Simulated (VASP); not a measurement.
# NiI3 (Pm-3m) in VASP: further runs

Runs on NiI3. Level: PBEsol. Tasks: single point.

Everything below comes from runs of VASP 6.6.1. Logs are shortened: lines on timing, memory, paths and dates and some standing lists are left out, and cuts for length are marked.

## 1. The cell of the first run

The structure is cubic, space group Pm-3m (No. 221). Conventional cell: a = 5.157 Å, b = 5.157 Å, c = 5.157 Å, α = 90.00°, β = 90.00°, γ = 90.00°. Ni (site symmetry m-3m) has 6 I at 2.58 Å within 3.4 Å. I (site symmetry 4/mmm) has 2 Ni at 2.58 Å within 3.4 Å.

## 2. Single point, PBEsol, collinear spin, ferromagnetic start (volume scaled by 0.960)

INCAR reads:

```
ALGO     = Normal         # electronic algorithm
EDIFF    = 1E-6           # SCF threshold, eV
ENCUT    = 520            # plane-wave cutoff, eV
GGA      = PS             # functional
ISIF     = 2              # what is computed and relaxed
ISMEAR   = 0              # smearing method
ISPIN    = 2              # spin polarisation
LASPH    = True           # aspherical terms in the spheres
LCHARG   = True           # write CHGCAR
LELF     = True           # ELF
LMAXMIX  = 4              # l up to which the mixer works
LORBIT   = 11             # projections on sites
LREAL    = False          # projectors in reciprocal space
LVHAR    = True         
LWAVE    = False          # write WAVECAR
MAGMOM   = 0.05 0 0 0     # initial moments
NBANDS   = 28             # bands
NELM     = 150            # most SCF steps
PREC     = Accurate       # precision mode
SIGMA    = 0.05           # smearing width, eV
```

KPOINTS reads:

```
k-points
0
Gamma
  6 6 6
```

POSCAR reads:

```
NiI3
1.0
    5.1572346350      0.0000000000      0.0000000000
    0.0000000000      5.1572346350      0.0000000000
    0.0000000000      0.0000000000      5.1572346350
Ni I
1 3
Direct
    0.0000000000      0.0000000000      0.0000000000
    0.5000000000      0.0000000000      0.0000000000
    0.0000000000      0.0000000000      0.5000000000
    0.0000000000      0.5000000000      0.0000000000
```

Potentials or basis: VASP PAW PBE potentials, release 64 (Ni, I).

Run with:

```sh
cat potpaw_PBE.64/Ni/POTCAR potpaw_PBE.64/I/POTCAR > POTCAR
mpirun -np 1 vasp_std > vasp.out
```

OUTCAR:

```text
EDIFF = 1E-6
   ENCUT = 520
   GGA = PS
   ISIF = 2
   ISMEAR = 0
   ISPIN = 2
   LASPH = True
   LORBIT = 11
   LREAL = False
   NELM = 150
   PREC = Accurate

 ion  position               nearest neighbor table
   1  0.000  0.000  0.000-   2 2.58   3 2.58   4 2.58   3 2.58   4 2.58   2 2.58
   2  0.500  0.000  0.000-   1 2.58   1 2.58
   3  0.000  0.000  0.500-   1 2.58   1 2.58
   4  0.000  0.500  0.000-   1 2.58   1 2.58

  LATTYP: Found a simple cubic cell.
 ALAT       =     5.1572346350

  Lattice vectors:

 A1 = (   5.1572346350,   0.0000000000,   0.0000000000)
 A2 = (   0.0000000000,   5.1572346350,   0.0000000000)
 A3 = (   0.0000000000,   0.0000000000,   5.1572346350)

Analysis of symmetry for initial positions (statically):
=====================================================================
 Subroutine PRICEL returns:
 Original cell was already a primitive cell.

 Routine SETGRP: Setting up the symmetry group for a
 simple cubic supercell.

 Subroutine GETGRP returns: Found 48 space group operations
 (whereof 48 operations were pure point group operations)
 out of a pool of 48 trial point group operations.

The static configuration has the point symmetry O_h .

Analysis of symmetry for dynamics (positions and initial velocities):
=====================================================================
 Subroutine PRICEL returns:
 Original cell was already a primitive cell.

 Routine SETGRP: Setting up the symmetry group for a
 simple cubic supercell.

 Subroutine GETGRP returns: Found 48 space group operations
 (whereof 48 operations were pure point group operations)
 out of a pool of 48 trial point group operations.

The dynamic configuration has the point symmetry O_h .

Analysis of structural, dynamic, and magnetic symmetry:
=====================================================================
 Subroutine PRICEL returns:
 Original cell was already a primitive cell.

 Routine SETGRP: Setting up the symmetry group for a
 simple cubic supercell.

 Subroutine GETGRP returns: Found 48 space group operations
 (whereof 48 operations were pure point group operations)
 out of a pool of 48 trial point group operations.

The overall configuration has the point symmetry O_h .

 Subroutine INISYM returns: Found 48 space group operations
 (whereof 48 operations are pure point group operations),
 and found     1 'primitive' translations
[... 118 lines left out ...]
   LORBIT       =     11    0 simple, 1 ext, 2 COOP (PROOUT), +10 PAW based schemes
   GGA     = PS    functional components
   LHFCALC =     F    Hartree Fock is set to
   AEXX    =    0.0000 exact exchange contribution
   IVDW    =     0    specifies the selected vdW correction
   LEPSILON=     F    determine dielectric tensor
   LRPA    =     F    only Hartree local field effects (RPA)
 spin polarized calculation
 Gauss-broadening in eV      SIGMA  =   0.05
  energy-cutoff  :      520.00
  volume of cell :      137.17
 maximum number of plane-waves:      3743
 NGX is ok and might be reduce to    40
   NGX = 19   NGY = 19   NGZ = 19

 number of electron      31.0000012 magnetization       0.0034498

 Free energy of the ion-electron system (eV)
  ---------------------------------------------------
  ext. energy  EPLUGINS =         0.00000000
  ---------------------------------------------------
  free energy    TOTEN  =       -10.84042961 eV

  energy without entropy =      -10.82881293  energy(sigma->0) =      -10.83462127

 E-fermi :   3.3045     XC(G=0):  -8.4301

 val. band max:        3.2957105243   @ k =   0.3333   0.1667   0.1667
 cond. band min:       3.3090180144   @ k =   0.3333   0.3333   0.1667
 fundamental gap:      0.0133074902
 Fermi energy:         3.3045232476

 spin component 1

 k-point     1 :       0.0000    0.0000    0.0000
  band No.  band energies     occupation
      1     -10.3821      1.00000
      2      -8.5975      1.00000
      3      -8.5975      1.00000
      4      -1.2387      1.00000
      5      -1.2387      1.00000
      6      -1.2387      1.00000
[... 589 lines left out ...]
     26      12.6460      0.00000
     27      12.6460      0.00000
 Fermi energy:         3.3045232476

 spin component 2

 k-point     1 :       0.0000    0.0000    0.0000
  band No.  band energies     occupation
      1     -10.3816      1.00000
      2      -8.5969      1.00000
      3      -8.5969      1.00000
      4      -1.2382      1.00000
      5      -1.2382      1.00000
      6      -1.2382      1.00000
[... 589 lines left out ...]
     26      12.6463      0.00000
     27      12.6463      0.00000
 [bands above 27 left out]

------------------------ aborting loop because EDIFF is reached ----------------------------------------

  FORCE on cell =-STRESS in cart. coord.  units (eV):
  Direction    XX          YY          ZZ          XY          YZ          ZX
  --------------------------------------------------------------------------------------
  -------------------------------------------------------------------------------------
  Total        1.3603125      1.3603125      1.3603125      0.0000000      0.0000000      0.0000000
  in kB       15.8890747     15.8890747     15.8890747      0.0000000      0.0000000      0.0000000
  external PRESSURE =      15.8890747 kB  Pullay stress =       0.0000000 kB

 VOLUME and BASIS-vectors are now :
 -----------------------------------------------------------------------------
  energy-cutoff  :      520.00
  volume of cell :      137.17
      direct lattice vectors                 reciprocal lattice vectors
     5.157234635  0.000000000  0.000000000     0.193902366  0.000000000  0.000000000
     0.000000000  5.157234635  0.000000000     0.000000000  0.193902366  0.000000000
     0.000000000  0.000000000  5.157234635     0.000000000  0.000000000  0.193902366

 POSITION                                       TOTAL-FORCE (eV/Angst)
 -----------------------------------------------------------------------------------
      0.00000      0.00000      0.00000         0.000000      0.000000      0.000000
      2.57862      0.00000      0.00000         0.000000      0.000000      0.000000
      0.00000      0.00000      2.57862         0.000000      0.000000      0.000000
      0.00000      2.57862      0.00000         0.000000      0.000000      0.000000
 -----------------------------------------------------------------------------------
    total drift:                               -0.000000     -0.000000     -0.000000

  FREE ENERGIE OF THE ION-ELECTRON SYSTEM (eV)
  ---------------------------------------------------
  free  energy   TOTEN  =       -10.8404296150 eV

  energy  without entropy=      -10.8288129278  energy(sigma->0) =      -10.83462127

 total charge

# of ion       s       p       d       tot
------------------------------------------
    1        0.386   0.388   8.472   9.245
    2        1.528   2.683   0.038   4.248
    3        1.528   2.683   0.038   4.248
    4        1.528   2.683   0.038   4.248
--------------------------------------------------
tot          4.968   8.436   8.587  21.991

 magnetization (x)

# of ion       s       p       d       tot
------------------------------------------
    1        0.000   0.000   0.001   0.001
    2        0.000   0.001   0.000   0.001
    3        0.000   0.001   0.000   0.001
    4        0.000   0.001   0.000   0.001
--------------------------------------------------
tot          0.000   0.002   0.001   0.003
```

stdout:

```text
POSCAR found type information on POSCAR NiI
 POSCAR found :  2 types and       4 ions
 scaLAPACK will be used
 -----------------------------------------------------------------------------
|                                                                             |
|                                                                             |
|     You enforced a specific xc type in the INCAR file but a different       |
|     I HOPE YOU KNOW WHAT YOU ARE DOING!                                     |
|                                                                             |
 -----------------------------------------------------------------------------

 LDA part: xc-table for (Slater+PW92), standard interpolation
 POSCAR, INCAR and KPOINTS ok, starting setup
 FFT: planning ... GRIDC
 FFT: planning ... GRID_SOFT
 FFT: planning ... GRID
 WAVECAR not read
 entering main loop
```

Run time: 2.5 min. Hardware: 1 thread of Oxide Virtual Turin-like, shared host; peak memory 0.31 GiB.

Results:

- Free energy: -10.8404 eV
- Pressure: 1.6 GPa
- Net moment: 0.00 μB per cell
- Valence electrons inside the program's atomic spheres: Ni 9.24; I 4.25

Caveat: the cell differs from its parent crystal (volume scaled by 0.960); the PAW data sets were made with another functional, which shifts forces and pressure a little; spin-orbit coupling is left out, which moves the levels of the heavy elements; semilocal functionals often make such compounds metallic where correlation or magnetic order opens a gap, which also shifts bond lengths.

## 3. Single point, PBEsol, collinear spin, ferromagnetic start (volume scaled by 0.980)

INCAR reads:

```
  PREC = Accurate
  ENCUT = 520
  EDIFF = 1E-6
  ISMEAR = 0
  SIGMA = 0.05
  LREAL = F
  LASPH = T
  NELM = 150
  ALGO = Normal
  ISIF = 2
  LWAVE = F
  LCHARG = F
  ISPIN = 2
  MAGMOM = 0.06 0 0 0
  LORBIT = 11
  LMAXMIX = 4
  GGA = PS
  NBANDS = 28
```

KPOINTS reads:

```
regular mesh
0
Gamma
  6 6 6
```

POSCAR reads:

```
NiI3
1.0
    5.1928028944      0.0000000000      0.0000000000
    0.0000000000      5.1928028944      0.0000000000
    0.0000000000      0.0000000000      5.1928028944
Ni I
1 3
Direct
    0.0000000000      0.0000000000      0.0000000000
    0.5000000000      0.0000000000      0.0000000000
    0.0000000000      0.0000000000      0.5000000000
    0.0000000000      0.5000000000      0.0000000000
```

Potentials or basis: VASP PAW PBE potentials, release 64 (Ni, I).

Run with:

```sh
cat potpaw_PBE.64/Ni/POTCAR potpaw_PBE.64/I/POTCAR > POTCAR
mpirun -np 1 vasp_std > vasp.out
```

It took 3.7 min on 1 thread of Oxide Virtual Turin-like, shared host; peak memory 0.31 GiB.

Results (log left out):

```yaml
Free_energy: -10.8620 eV
Pressure: 0.7 GPa
Net_moment: 0.01 μB per cell
Valence_electrons_inside_the_program's_atomic_spheres: Ni 9.21; I 4.24
```

Levels at points of the mesh, in eV from the Fermi level:
Spin up:
| k point | band 13 | band 14 | band 15 | band 16 | band 17 | band 18 |
| --- | --- | --- | --- | --- | --- | --- |
| (0.00, 0.00, 0.00) | -1.11 | -1.11 | -0.41 | -0.41 | -0.41 | 1.34 |
| (0.50, 0.00, 0.00) | -0.66 | -0.66 | -0.60 | -0.48 | -0.48 | 4.85 |
| (0.50, 0.50, 0.00) | -0.78 | -0.46 | -0.46 | 0.34 | 1.89 | 5.84 |
| (0.50, 0.50, 0.50) | 0.36 | 0.36 | 0.36 | 1.92 | 1.92 | 4.17 |
Spin down:
```csv
k point,band 11,band 12,band 13,band 14,band 15,band 16,band 17,band 18,band 19,band 20
"(0.00, 0.00, 0.00)",-1.27,-1.11,-1.11,-1.11,-0.41,-0.41,-0.41,1.34,4.85,6.22
"(0.50, 0.00, 0.00)",-1.50,-1.27,-0.66,-0.66,-0.60,-0.48,-0.48,4.85,5.66,6.21
"(0.50, 0.50, 0.00)",-1.89,-1.05,-0.78,-0.46,-0.46,0.34,1.89,5.84,5.84,6.51
"(0.50, 0.50, 0.50)",-0.76,-0.76,0.36,0.36,0.36,1.92,1.92,4.17,5.23,5.23
```

Caveat: the cell differs from its parent crystal (volume scaled by 0.980); the PAW data sets were made with another functional, which shifts forces and pressure a little; spin-orbit coupling is left out, which moves the levels of the heavy elements; semilocal functionals often make such compounds metallic where correlation or magnetic order opens a gap, which also shifts bond lengths.

## 4. Single point, PBEsol, collinear spin, ferromagnetic start

This run uses another cell than the first one, of 35.43 Å³/atom, 1.033 times its volume.

INCAR reads:

```
SYSTEM = NiI3
PREC = Accurate ; ENCUT = 520
EDIFF = 1E-6 ; ISMEAR = 0
SIGMA = 0.05 ; LREAL = .False.
LASPH = .True. ; NELM = 150
ALGO = Normal ; ISIF = 2
LWAVE = .False. ; LCHARG = .True.
ISPIN = 2 ; MAGMOM = 0.12 0 0 0
LORBIT = 11 ; LMAXMIX = 4
GGA = PS ; LELF = .True.
LVHAR = .True. ; NBANDS = 28
```

KPOINTS reads:

```
Automatic mesh
0
Gamma
  6 6 6
  0 0 0
```

POSCAR reads:

```
NiI3
1.0
    5.2134569807      0.0000000000      0.0000000000
    0.0000000000      5.2134569807      0.0000000000
    0.0000000000      0.0000000000      5.2134569807
Ni I
1 3
Direct
    0.0000000000      0.0000000000      0.0000000000
    0.5000000000      0.0000000000      0.0000000000
    0.0000000000      0.0000000000      0.5000000000
    0.0000000000      0.5000000000      0.0000000000
```

Run with:

```sh
cat potpaw_PBE.64/Ni/POTCAR potpaw_PBE.64/I/POTCAR > POTCAR
mpirun -np 1 vasp_std > vasp.out
```

Run time: 3 min. Hardware: 1 thread of Oxide Virtual Turin-like, shared host; peak memory 0.31 GiB.

It converged, with:

```
Free energy                                           : -10.8676 eV
Pressure                                              : 0.3 GPa
Net moment                                            : 0.02 μB per cell
Valence electrons inside the program's atomic spheres : Ni 9.19; I 4.24
```

Levels at points of the mesh, in eV from the Fermi level:
Spin up:
```tsv
k point	band 13	band 14	band 15	band 16	band 17	band 18
(0.00, 0.00, 0.00)	-1.09	-1.09	-0.40	-0.40	-0.40	1.34
(0.50, 0.00, 0.00)	-0.65	-0.65	-0.59	-0.46	-0.46	4.83
(0.50, 0.50, 0.00)	-0.76	-0.44	-0.44	0.33	1.85	5.85
(0.50, 0.50, 0.50)	0.35	0.35	0.35	1.89	1.89	4.23
```
Spin down:
| k point | band 11 | band 12 | band 13 | band 14 | band 15 | band 16 | band 17 | band 18 | band 19 | band 20 |
| --- | --- | --- | --- | --- | --- | --- | --- | --- | --- | --- |
| (0.00, 0.00, 0.00) | -1.25 | -1.08 | -1.08 | -1.08 | -0.40 | -0.40 | -0.40 | 1.34 | 4.84 | 6.24 |
| (0.50, 0.00, 0.00) | -1.47 | -1.25 | -0.65 | -0.65 | -0.59 | -0.46 | -0.46 | 4.83 | 5.68 | 6.20 |
| (0.50, 0.50, 0.00) | -1.86 | -1.03 | -0.76 | -0.44 | -0.44 | 0.33 | 1.86 | 5.85 | 5.85 | 6.55 |
| (0.50, 0.50, 0.50) | -0.74 | -0.74 | 0.35 | 0.35 | 0.35 | 1.89 | 1.89 | 4.23 | 5.22 | 5.22 |

Caveat: the PAW data sets were made with another functional, which shifts forces and pressure a little; spin-orbit coupling is left out, which moves the levels of the heavy elements; semilocal functionals often make such compounds metallic where correlation or magnetic order opens a gap, which also shifts bond lengths.

(Continued in part 2 of 2.)
